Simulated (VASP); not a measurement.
# Si (Fd-3m) in VASP: a series of runs, part 2 of 2

VASP 6.6.1. The steps go on from the part before.

### Step 3. Single point, PBEsol

This run uses another cell than the first one: it holds 2 atoms, not 4.

The input, INCAR:

```
SYSTEM = Si
ALGO     = Normal         ! electronic algorithm
EDIFF    = 1E-6           ! SCF threshold, eV
ENCUT    = 500            ! plane-wave cutoff, eV
GGA      = PS             ! functional
GGA_COMPAT= .False.      
ISIF     = 2              ! what is computed and relaxed
ISMEAR   = -1             ! smearing method
LASPH    = .True.         ! aspherical terms in the spheres
LCHARG   = .False.        ! write CHGCAR
LREAL    = .False.        ! projectors in reciprocal space
LWAVE    = .False.        ! write WAVECAR
NBANDS   = 11             ! bands
NELM     = 120            ! most SCF steps
PREC     = Accurate       ! precision mode
SIGMA    = 0.02           ! smearing width, eV
```

The input, KPOINTS:

```
k-points
0
Gamma
  11 11 11
  0 0 0
```

The input, POSCAR:

```
Si
1.0
    0.0000000000      2.7165779569      2.7165779569
    2.7165779569      0.0000000000      2.7165779569
    2.7165779569      2.7165779569      0.0000000000
Si
2
Direct
   -0.1250000000     -0.1250000000     -0.1250000000
    0.1250000000      0.1250000000      0.1250000000
```

Potentials or basis: VASP PAW PBE potentials, release 64 (Si).

On the command line:

```sh
> cat potpaw_PBE.64/Si/POTCAR > POTCAR
> mpirun -np 1 vasp_std > vasp.out
```

OUTCAR:

```text
SYSTEM = Si
   EDIFF = 1E-6
   ENCUT = 500
   GGA = PS
   ISIF = 2
   ISMEAR = -1
   LASPH = .True.
   LREAL = .False.
   NELM = 120
   PREC = Accurate

 ion  position               nearest neighbor table
   1  0.875  0.875  0.875-   2 2.35   2 2.35   2 2.35   2 2.35
   2  0.125  0.125  0.125-   1 2.35   1 2.35   1 2.35   1 2.35

  LATTYP: Found a face centered cubic cell.
 ALAT       =     5.4331559138

  Lattice vectors:

 A1 = (   0.0000000000,   2.7165779569,   2.7165779569)
 A2 = (   2.7165779569,   0.0000000000,   2.7165779569)
 A3 = (   2.7165779569,   2.7165779569,   0.0000000000)

Analysis of symmetry for initial positions (statically):
=====================================================================
 Subroutine PRICEL returns:
 Original cell was already a primitive cell.

 Routine SETGRP: Setting up the symmetry group for a
 face centered cubic supercell.

 Subroutine GETGRP returns: Found 48 space group operations
 (whereof 12 operations were pure point group operations)
 out of a pool of 48 trial point group operations.

The static configuration has the point symmetry D_3d.
 The point group associated with its full space group is O_h .

Analysis of symmetry for dynamics (positions and initial velocities):
=====================================================================
 Subroutine PRICEL returns:
 Original cell was already a primitive cell.

 Routine SETGRP: Setting up the symmetry group for a
 face centered cubic supercell.

 Subroutine GETGRP returns: Found 48 space group operations
 (whereof 12 operations were pure point group operations)
 out of a pool of 48 trial point group operations.

The dynamic configuration has the point symmetry D_3d.
 The point group associated with its full space group is O_h .

 Subroutine INISYM returns: Found 48 space group operations
 (whereof 12 operations are pure point group operations),
 and found     1 'primitive' translations

----------------------------------------------------------------------------------------

                                     Primitive cell

  volume of cell :      40.0956

  direct lattice vectors                    reciprocal lattice vectors
     0.000000000  2.716577957  2.716577957    -0.184055090  0.184055090  0.184055090
     2.716577957  0.000000000  2.716577957     0.184055090 -0.184055090  0.184055090
     2.716577957  2.716577957  0.000000000     0.184055090  0.184055090 -0.184055090

  length of vectors
     3.841821390  3.841821390  3.841821390     0.318792767  0.318792767  0.318792767

  position of ions in fractional coordinates (direct lattice)
     0.875000000  0.875000000  0.875000000
     0.125000000  0.125000000  0.125000000

  ion indices of the primitive-cell ions
   primitive index   ion index
                 1           1
                 2           2

----------------------------------------------------------------------------------------

 KPOINTS: k-points

Automatic generation of k-mesh.
 Grid dimensions read from file:
 generate k-points for:   11   11   11

 Generating k-lattice:

  Cartesian coordinates                     Fractional coordinates (reciprocal lattice)
    -0.016732281  0.016732281  0.016732281     0.090909091  0.000000000  0.000000000
     0.016732281 -0.016732281  0.016732281     0.000000000  0.090909091  0.000000000
     0.016732281  0.016732281 -0.016732281     0.000000000  0.000000000  0.090909091

  Length of vectors
     0.028981161  0.028981161  0.028981161

  Shift w.r.t. Gamma in fractional coordinates (k-lattice)
     0.000000000  0.000000000  0.000000000

 Subroutine IBZKPT returns following result:
 ===========================================

 Found     56 irreducible k-points:

 Following reciprocal coordinates:
            Coordinates               Weight
  0.000000  0.000000  0.000000      1.000000
  0.090909  0.000000  0.000000      8.000000
  0.181818  0.000000  0.000000      8.000000
  0.272727  0.000000  0.000000      8.000000
  0.363636  0.000000  0.000000      8.000000
  0.454545  0.000000  0.000000      8.000000
[... 16 lines left out ...]
 -0.272727  0.181818  0.000000     24.000000
 -0.181818  0.181818  0.000000     12.000000
 [... further k-points ...]
   k-points           NKPTS =     56   k-points in BZ     NKDIM =     56   number of bands    NBANDS=     11
   number of dos      NEDOS =    301   number of ions     NIONS =      2
   total plane-waves  NPLWV =  21952
   dimension x,y,z NGX =    28 NGY =   28 NGZ =   28
   dimension x,y,z NGXF=    56 NGYF=   56 NGZF=   56
   ions per type =               2
   NGX,Y,Z   is equivalent  to a cutoff of  12.12, 12.12, 12.12 a.u.
   NGXF,Y,Z  is equivalent  to a cutoff of  24.23, 24.23, 24.23 a.u.
 SYSTEM =  Si
   PREC   = accura    normal or accurate (medium, high low for compatibility)
   ISTART =      0    job   : 0-new  1-cont  2-samecut
   ICHARG =      2    charge: 1-file 2-atom 10-const
   ISPIN  =      1    spin polarized calculation?
   LNONCOLLINEAR =      F non collinear calculations
   LSORBIT =      F    spin-orbit coupling
   LASPH  =      T    aspherical Exc in radial PAW
   ENCUT  =  500.0 eV  36.75 Ry    6.06 a.u.   7.00  7.00  7.00*2*pi/ulx,y,z
   NELM   =    120;   NELMIN=  2; NELMDL= -5     # of ELM steps
   EDIFF  = 0.1E-05   stopping-criterion for ELM
   LREAL  =      F    real-space projection
   EDIFFG = 0.1E-04   stopping-criterion for IOM
   NSW    =      0    number of steps for IOM
   IBRION =     -1    ionic relax: 0-MD 1-quasi-New 2-CG
   NFREE  =      0    steps in history (QN), initial steepest desc. (CG)
   ISIF   =      2    stress and relaxation
   ISYM   =      2    0-nonsym 1-usesym 2-fastsym
   POTIM  = 0.5000    time-step for ionic-motion
   TEBEG  =    0.0;   TEEND  =   0.0 temperature during run
   PSTRESS=    0.0 pullay stress
   NELECT =       8.0000    total number of electrons
   NUPDOWN=      -1.0000    fix difference up-down
   EMIN   =  10.00;   EMAX   =-10.00  energy-range for DOS
   EFERMI =   0.00;   METHOD = LEGACY
   ISMEAR =    -1;   SIGMA  =   0.02  broadening in eV -4-tet -1-fermi 0-gaus
   EFERMI_NEDOS =   21; number of points for ismear=-14 and -15
   IALGO  =     38    algorithm
   IMIX   =      4    mixing-type and parameters
     AMIX     =   0.40;   BMIX     =  1.00
     AMIX_MAG =   1.60;   BMIX_MAG =  1.00
  volume/ion in A,a.u.               =      20.05       135.29
  Fermi-wavevector in a.u.,A,eV,Ry     =   0.956620  1.807749 12.450981  0.915121
  Thomas-Fermi vector in A             =   2.085564
   LORBIT       =      0    0 simple, 1 ext, 2 COOP (PROOUT), +10 PAW based schemes
   GGA     = PS    functional components
   LHFCALC =     F    Hartree Fock is set to
   AEXX    =    0.0000 exact exchange contribution
   IVDW    =     0    specifies the selected vdW correction
   LEPSILON=     F    determine dielectric tensor
   LRPA    =     F    only Hartree local field effects (RPA)
 non-spin polarized calculation
  energy-cutoff  :      500.00
  volume of cell :       40.10
 maximum number of plane-waves:      1030
   NGX = 13   NGY = 13   NGZ = 13

 number of electron       8.0000001 magnetization

 Free energy of the ion-electron system (eV)
  ---------------------------------------------------
  ext. energy  EPLUGINS =         0.00000000
  ---------------------------------------------------
  free energy    TOTEN  =       -11.49307874 eV

  energy without entropy =      -11.49307871  energy(sigma->0) =      -11.49307873

 E-fermi :   6.0087     XC(G=0):  -9.5486

 val. band max:        5.7761205713   @ k =   0.0000   0.0000   0.0000
 cond. band min:       6.2565555502   @ k =   0.4545   0.4545   0.0000
 fundamental gap:      0.4804349789
 Fermi energy:         6.0086553480

 k-point     1 :       0.0000    0.0000    0.0000
  band No.  band energies     occupation
      1      -6.2049      2.00000
      2       5.7761      1.99998
      3       5.7761      1.99998
      4       5.7761      1.99998
      5       8.2930      0.00000
      6       8.2930      0.00000
      7       8.2930      0.00000
      8       9.0849      0.00000
      9      13.4639      0.00000
     10      13.4639      0.00000
     11      13.4810      0.00000
[... 309 lines left out ...]
 k-point    24 :      -0.1818    0.1818    0.0000
  band No.  band energies     occupation
      1      -5.0777      2.00000
      2       1.6950      2.00000
      3       3.0528      2.00000
      4       5.0881      2.00000
      5       8.7083      0.00000
      6       9.4755      0.00000
      7       9.7563      0.00000
      8      11.3690      0.00000
      9      11.7861      0.00000
     10      15.7314      0.00000
     11      16.2532      0.00000

 [... further k-points ...]
[... 5 lines left out ...]
  --------------------------------------------------------------------------------------
  -------------------------------------------------------------------------------------
  Total        0.0336199      0.0336199      0.0336199      0.0000000      0.0000000      0.0000000
  in kB        1.3434170      1.3434170      1.3434170      0.0000000      0.0000000      0.0000000
  external PRESSURE =       1.3434170 kB  Pullay stress =       0.0000000 kB

 VOLUME and BASIS-vectors are now :
 -----------------------------------------------------------------------------
  energy-cutoff  :      500.00
  volume of cell :       40.10
      direct lattice vectors                 reciprocal lattice vectors
     0.000000000  2.716577957  2.716577957    -0.184055090  0.184055090  0.184055090
     2.716577957  0.000000000  2.716577957     0.184055090 -0.184055090  0.184055090
     2.716577957  2.716577957  0.000000000     0.184055090  0.184055090 -0.184055090

 POSITION                                       TOTAL-FORCE (eV/Angst)
 -----------------------------------------------------------------------------------
      4.75401      4.75401      4.75401         0.000000      0.000000      0.000000
      0.67914      0.67914      0.67914        -0.000000     -0.000000     -0.000000
 -----------------------------------------------------------------------------------
    total drift:                               -0.000000     -0.000000     -0.000000

  FREE ENERGIE OF THE ION-ELECTRON SYSTEM (eV)
  ---------------------------------------------------
  free  energy   TOTEN  =       -11.4930787361 eV

  energy  without entropy=      -11.4930787149  energy(sigma->0) =      -11.49307873
```

Wall time 13 s (1 thread of Intel Xeon Platinum 8488C (Sapphire Rapids), shared host); peak memory 0.15 GiB.

What came out:

```
Free energy            : -11.4931 eV
Pressure               : 0.1 GPa
Band gap on the k mesh : 0.48 eV, indirect (least direct gap 2.52 eV)
```

Levels at points of the mesh, in eV from the valence-band top:
| k point | band 2 | band 3 | band 4 | band 5 | band 6 | band 7 |
| --- | --- | --- | --- | --- | --- | --- |
| (0.00, 0.00, 0.00) | 0.00 | 0.00 | 0.00 | 2.52 | 2.52 | 2.52 |

Caveat: the PAW data sets were made with another functional, which shifts forces and pressure a little.
